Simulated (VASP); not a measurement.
# CdF2 (Fm-3m) in VASP: a series of runs, part 2 of 3

VASP 6.6.1. The steps go on from the part before.

## Step 3: Single point, PBE

Input file INCAR:

```
PREC = Accurate ; ENCUT = 520
EDIFF = 1E-7 ; ISMEAR = 0
SIGMA = 0.013000000000000001 ; LREAL = F
LASPH = T ; NELM = 60
ALGO = Normal ; ISIF = 2
LWAVE = F ; LCHARG = F
GGA = PE ; NBANDS = 20
```

Input file KPOINTS:

```
Automatic mesh
0
Gamma
  9 9 9
```

Input file POSCAR:

```
CdF2
1.0
    0.0000000000      2.6940000000      2.6940000000
    2.6940000000      0.0000000000      2.6940000000
    2.6940000000      2.6940000000      0.0000000000
Cd F
1 2
Direct
    0.0000000000      0.0000000000      0.0000000000
    0.7500000000      0.7500000000      0.7500000000
    0.2500000000      0.2500000000      0.2500000000
```

Potentials or basis: VASP PAW PBE potentials, release 64 (Cd, F).

Run with:

```console
$ cat potpaw_PBE.64/Cd/POTCAR potpaw_PBE.64/F/POTCAR > POTCAR
$ mpirun -np 1 vasp_std > vasp.out
```

OUTCAR:

```text
PREC = Accurate
   ENCUT = 520
   EDIFF = 1E-7
   ISMEAR = 0
   LREAL = F
   LASPH = T
   NELM = 60
   ISIF = 2
   GGA = PE

 ion  position               nearest neighbor table
   1  0.000  0.000  0.000-   2 2.33   2 2.33   2 2.33   2 2.33   3 2.33   3 2.33   3 2.33   3 2.33

   2  0.750  0.750  0.750-   1 2.33   1 2.33   1 2.33   1 2.33
   3  0.250  0.250  0.250-   1 2.33   1 2.33   1 2.33   1 2.33

  LATTYP: Found a face centered cubic cell.
 ALAT       =     5.3880000000

  Lattice vectors:

 A1 = (   0.0000000000,   2.6940000000,   2.6940000000)
 A2 = (   2.6940000000,   0.0000000000,   2.6940000000)
 A3 = (   2.6940000000,   2.6940000000,   0.0000000000)

Analysis of symmetry for initial positions (statically):
=====================================================================
 Subroutine PRICEL returns:
 Original cell was already a primitive cell.

 Routine SETGRP: Setting up the symmetry group for a
 face centered cubic supercell.

 Subroutine GETGRP returns: Found 48 space group operations
[... 9 lines left out ...]

 Routine SETGRP: Setting up the symmetry group for a
 face centered cubic supercell.

 Subroutine GETGRP returns: Found 48 space group operations
[... 11 lines left out ...]
                                     Primitive cell

  volume of cell :      39.1041

  direct lattice vectors                    reciprocal lattice vectors
     0.000000000  2.694000000  2.694000000    -0.185597624  0.185597624  0.185597624
     2.694000000  0.000000000  2.694000000     0.185597624 -0.185597624  0.185597624
     2.694000000  2.694000000  0.000000000     0.185597624  0.185597624 -0.185597624

  length of vectors
     3.809891337  3.809891337  3.809891337     0.321464515  0.321464515  0.321464515

  position of ions in fractional coordinates (direct lattice)
     0.000000000  0.000000000  0.000000000
     0.750000000  0.750000000  0.750000000
     0.250000000  0.250000000  0.250000000

  ion indices of the primitive-cell ions
   primitive index   ion index
                 1           1
                 2           2
                 3           3

----------------------------------------------------------------------------------------

 KPOINTS: Automatic mesh

Automatic generation of k-mesh.
 Grid dimensions read from file:
 generate k-points for:    9    9    9

 Generating k-lattice:

  Cartesian coordinates                     Fractional coordinates (reciprocal lattice)
    -0.020621958  0.020621958  0.020621958     0.111111111  0.000000000  0.000000000
     0.020621958 -0.020621958  0.020621958     0.000000000  0.111111111  0.000000000
     0.020621958  0.020621958 -0.020621958     0.000000000  0.000000000  0.111111111

  Length of vectors
     0.035718279  0.035718279  0.035718279

  Shift w.r.t. Gamma in fractional coordinates (k-lattice)
     0.000000000  0.000000000  0.000000000

 Subroutine IBZKPT returns following result:
 ===========================================

 Found     35 irreducible k-points:

 Following reciprocal coordinates:
            Coordinates               Weight
  0.000000  0.000000  0.000000      1.000000
  0.111111  0.000000  0.000000      8.000000
  0.222222  0.000000  0.000000      8.000000
  0.333333  0.000000  0.000000      8.000000
  0.444444  0.000000  0.000000      8.000000
  0.111111  0.111111  0.000000      6.000000
[... 16 lines left out ...]
 -0.333333  0.333333  0.000000     12.000000
  0.444444  0.444444  0.000000      6.000000
 [... further k-points ...]
   k-points           NKPTS =     35   k-points in BZ     NKDIM =     35   number of bands    NBANDS=     20
   number of dos      NEDOS =    301   number of ions     NIONS =      3
   total plane-waves  NPLWV =  21952
   dimension x,y,z NGX =    28 NGY =   28 NGZ =   28
   dimension x,y,z NGXF=    56 NGYF=   56 NGZF=   56
   ions per type =               1   2
   NGX,Y,Z   is equivalent  to a cutoff of  12.22, 12.22, 12.22 a.u.
   NGXF,Y,Z  is equivalent  to a cutoff of  24.44, 24.44, 24.44 a.u.
 SYSTEM =  unknown system
   PREC   = accura    normal or accurate (medium, high low for compatibility)
   ISTART =      0    job   : 0-new  1-cont  2-samecut
   ICHARG =      2    charge: 1-file 2-atom 10-const
   ISPIN  =      1    spin polarized calculation?
   LNONCOLLINEAR =      F non collinear calculations
   LSORBIT =      F    spin-orbit coupling
   LASPH  =      T    aspherical Exc in radial PAW
   ENCUT  =  520.0 eV  38.22 Ry    6.18 a.u.   7.08  7.08  7.08*2*pi/ulx,y,z
   NELM   =     60;   NELMIN=  2; NELMDL= -5     # of ELM steps
   EDIFF  = 0.1E-06   stopping-criterion for ELM
   LREAL  =      F    real-space projection
   EDIFFG = 0.1E-05   stopping-criterion for IOM
   NSW    =      0    number of steps for IOM
   IBRION =     -1    ionic relax: 0-MD 1-quasi-New 2-CG
   NFREE  =      0    steps in history (QN), initial steepest desc. (CG)
   ISIF   =      2    stress and relaxation
   ISYM   =      2    0-nonsym 1-usesym 2-fastsym
   POTIM  = 0.5000    time-step for ionic-motion
   TEBEG  =    0.0;   TEEND  =   0.0 temperature during run
   PSTRESS=    0.0 pullay stress
   NELECT =      26.0000    total number of electrons
   NUPDOWN=      -1.0000    fix difference up-down
   EMIN   =  10.00;   EMAX   =-10.00  energy-range for DOS
   EFERMI =   0.00;   METHOD = LEGACY
   ISMEAR =     0;   SIGMA  =   0.01  broadening in eV -4-tet -1-fermi 0-gaus
   EFERMI_NEDOS =   21; number of points for ismear=-14 and -15
   IALGO  =     38    algorithm
   IMIX   =      4    mixing-type and parameters
     AMIX     =   0.40;   BMIX     =  1.00
     AMIX_MAG =   1.60;   BMIX_MAG =  1.00
  volume/ion in A,a.u.               =      13.03        87.96
  Fermi-wavevector in a.u.,A,eV,Ry     =   1.428867  2.700166 27.778468  2.041660
  Thomas-Fermi vector in A             =   2.548882
   LORBIT       =      0    0 simple, 1 ext, 2 COOP (PROOUT), +10 PAW based schemes
   GGA     = PE    functional components
   LHFCALC =     F    Hartree Fock is set to
   AEXX    =    0.0000 exact exchange contribution
   IVDW    =     0    specifies the selected vdW correction
   LEPSILON=     F    determine dielectric tensor
   LRPA    =     F    only Hartree local field effects (RPA)
 non-spin polarized calculation
 Gauss-broadening in eV      SIGMA  =   0.01
  energy-cutoff  :      520.00
  volume of cell :       39.10
 maximum number of plane-waves:      1067
   NGX = 15   NGY = 15   NGZ = 15

 number of electron      25.9999990 magnetization

 Free energy of the ion-electron system (eV)
  ---------------------------------------------------
  ext. energy  EPLUGINS =         0.00000000
  ---------------------------------------------------
  free energy    TOTEN  =       -10.85931708 eV

  energy without entropy =      -10.85931708  energy(sigma->0) =      -10.85931708

 E-fermi :  -1.1483     XC(G=0): -10.4121

 val. band max:       -1.3401706348   @ k =  -0.3333   0.4444   0.2222
 cond. band min:       1.7564670534   @ k =   0.0000   0.0000   0.0000
 fundamental gap:      3.0966376882
 Fermi energy:        -1.1482505747

 k-point     1 :       0.0000    0.0000    0.0000
  band No.  band energies     occupation
      1     -22.1167      2.00000
      2     -21.0119      2.00000
      3      -6.9268      2.00000
      4      -6.9268      2.00000
      5      -6.9268      2.00000
      6      -5.7192      2.00000
[... 12 lines left out ...]
     19      18.5864      0.00000
     20      18.5864      0.00000

 k-point     2 :       0.1111    0.0000    0.0000
  band No.  band energies     occupation
      1     -22.0768      2.00000
      2     -21.0463      2.00000
      3      -6.8796      2.00000
      4      -6.8796      2.00000
      5      -6.7951      2.00000
      6      -5.7339      2.00000
[... 12 lines left out ...]
     19      18.2583      0.00000
     20      18.2583      0.00000
[... 465 lines left out ...]
      3      -6.4659      2.00000
      4      -6.1836      2.00000
      5      -5.8431      2.00000
      6      -5.7196      2.00000
[... 12 lines left out ...]
     19      18.1552      0.00000
     20      20.4497      0.00000

 k-point    24 :       0.4444    0.4444    0.0000
  band No.  band energies     occupation
      1     -21.6635      2.00000
      2     -21.3738      2.00000
      3      -6.6700      2.00000
      4      -6.0266      2.00000
      5      -6.0266      2.00000
      6      -5.6070      2.00000
[... 12 lines left out ...]
     19      18.2491      0.00000
     20      20.0472      0.00000

 [... further k-points ...]
[... 5 lines left out ...]
  --------------------------------------------------------------------------------------
  -------------------------------------------------------------------------------------
  Total        1.5100872      1.5100872      1.5100872     -0.0000000     -0.0000000     -0.0000000
  in kB       61.8713842     61.8713842     61.8713842     -0.0000000     -0.0000000     -0.0000000
  external PRESSURE =      61.8713842 kB  Pullay stress =       0.0000000 kB

 VOLUME and BASIS-vectors are now :
 -----------------------------------------------------------------------------
  energy-cutoff  :      520.00
  volume of cell :       39.10
      direct lattice vectors                 reciprocal lattice vectors
     0.000000000  2.694000000  2.694000000    -0.185597624  0.185597624  0.185597624
     2.694000000  0.000000000  2.694000000     0.185597624 -0.185597624  0.185597624
     2.694000000  2.694000000  0.000000000     0.185597624  0.185597624 -0.185597624

 POSITION                                       TOTAL-FORCE (eV/Angst)
 -----------------------------------------------------------------------------------
      0.00000      0.00000      0.00000        -0.000000      0.000000     -0.000000
      4.04100      4.04100      4.04100         0.000000      0.000000      0.000000
      1.34700      1.34700      1.34700        -0.000000     -0.000000     -0.000000
 -----------------------------------------------------------------------------------
    total drift:                                0.000000      0.000000      0.000000

  FREE ENERGIE OF THE ION-ELECTRON SYSTEM (eV)
  ---------------------------------------------------
  free  energy   TOTEN  =       -10.8593170766 eV

  energy  without entropy=      -10.8593170766  energy(sigma->0) =      -10.85931708
```

OSZICAR:

```text
N       E                     dE             d eps       ncg     rms          rms(c)
DAV:   1     0.197883995382E+03    0.19788E+03   -0.15600E+04  1440   0.132E+03
DAV:   2    -0.406394033932E+01   -0.20195E+03   -0.19440E+03  1536   0.344E+02
DAV:   3    -0.125292291718E+02   -0.84653E+01   -0.84446E+01  1588   0.769E+01
DAV:   4    -0.125660637034E+02   -0.36835E-01   -0.36832E-01  1500   0.514E+00
DAV:   5    -0.125661993554E+02   -0.13565E-03   -0.13565E-03  1592   0.280E-01    0.103E+01
DAV:   6    -0.108283016256E+02    0.17379E+01   -0.39704E+00  1788   0.372E+01    0.745E+00
DAV:   7    -0.108743045954E+02   -0.46003E-01   -0.89205E-01  1440   0.852E+00    0.426E+00
DAV:   8    -0.108674301564E+02    0.68744E-02   -0.13721E-01  1456   0.348E+00    0.708E-01
DAV:   9    -0.108586246869E+02    0.88055E-02   -0.33893E-02  1696   0.229E+00    0.875E-02
DAV:  10    -0.108591937364E+02   -0.56905E-03   -0.29092E-03  1460   0.590E-01    0.120E-01
DAV:  11    -0.108592941917E+02   -0.10046E-03   -0.12531E-04  1528   0.110E-01    0.370E-02
DAV:  12    -0.108593154807E+02   -0.21289E-04   -0.36384E-05  1452   0.526E-02    0.185E-02
DAV:  13    -0.108593172675E+02   -0.17868E-05   -0.66092E-06  1524   0.208E-02    0.318E-03
DAV:  14    -0.108593170435E+02    0.22398E-06   -0.53513E-07  1512   0.914E-03    0.852E-04
DAV:  15    -0.108593170766E+02   -0.33061E-07   -0.67539E-08  1200   0.246E-03
   1 F= -.10859317E+02 E0= -.10859317E+02  d E =-.535782E-98
```

stdout:

```text
POSCAR found type information on POSCAR CdF
 POSCAR found :  2 types and       3 ions
 scaLAPACK will be used
 LDA part: xc-table for (Slater+PW92), standard interpolation
 POSCAR, INCAR and KPOINTS ok, starting setup
 FFT: planning ... GRIDC
 FFT: planning ... GRID_SOFT
 FFT: planning ... GRID
 WAVECAR not read
 entering main loop
```

Wall time 12 s (1 thread of Intel Xeon 6975P-C (Granite Rapids), shared host); peak memory 0.16 GiB.

What came out:

```
Free energy            : -10.8593 eV
Pressure               : 6.2 GPa
Band gap on the k mesh : 3.10 eV, indirect (least direct gap 3.57 eV)
```

Levels at points of the mesh, in eV from the valence-band top:
| k point | band 10 | band 11 | band 12 | band 13 | band 14 | band 15 | band 16 | band 17 |
| --- | --- | --- | --- | --- | --- | --- | --- | --- |
| (0.00, 0.00, 0.00) | -0.94 | -0.47 | -0.47 | -0.47 | 3.10 | 12.73 | 12.73 | 12.73 |

## Step 4: Single point, PBE

Input file INCAR:

```
SYSTEM = CdF2
PREC     = Accurate       ! precision mode
ENCUT    = 520            ! plane-wave cutoff, eV
EDIFF    = 1E-6           ! SCF threshold, eV
ISMEAR   = 0              ! smearing method
SIGMA    = 0.014          ! smearing width, eV
LREAL    = .FALSE.        ! projectors in reciprocal space
LASPH    = .TRUE.         ! aspherical terms in the spheres
NELM     = 60             ! most SCF steps
ALGO     = Normal         ! electronic algorithm
ISIF     = 2              ! what is computed and relaxed
LWAVE    = .FALSE.        ! write WAVECAR
LCHARG   = .TRUE.         ! write CHGCAR
GGA      = PE             ! functional
LELF     = .TRUE.         ! ELF
LVHAR    = .TRUE.       
NBANDS   = 20             ! bands
```

Input file KPOINTS:

```
regular mesh
0
G
  9 9 9
  0 0 0
```

POSCAR is that of step 3.

Run with:

```console
$ cat potpaw_PBE.64/Cd/POTCAR potpaw_PBE.64/F/POTCAR > POTCAR
$ mpirun -np 1 vasp_std > vasp.out
```

Wall time 12 s (1 thread of Intel Xeon 6975P-C (Granite Rapids), shared host); peak memory 0.16 GiB.

It converged, with:

| Property | Result |
| --- | --- |
| Free energy | -10.8593 eV |
| Pressure | 6.2 GPa |
| Band gap on the k mesh | 3.10 eV, indirect (least direct gap 3.57 eV) |

Levels at points of the mesh, in eV from the valence-band top:
```csv
k point,band 11,band 12,band 13,band 14,band 15,band 16
"(0.00, 0.00, 0.00)",-0.47,-0.47,-0.47,3.10,12.73,12.73
```

[end of part 2 of 3]
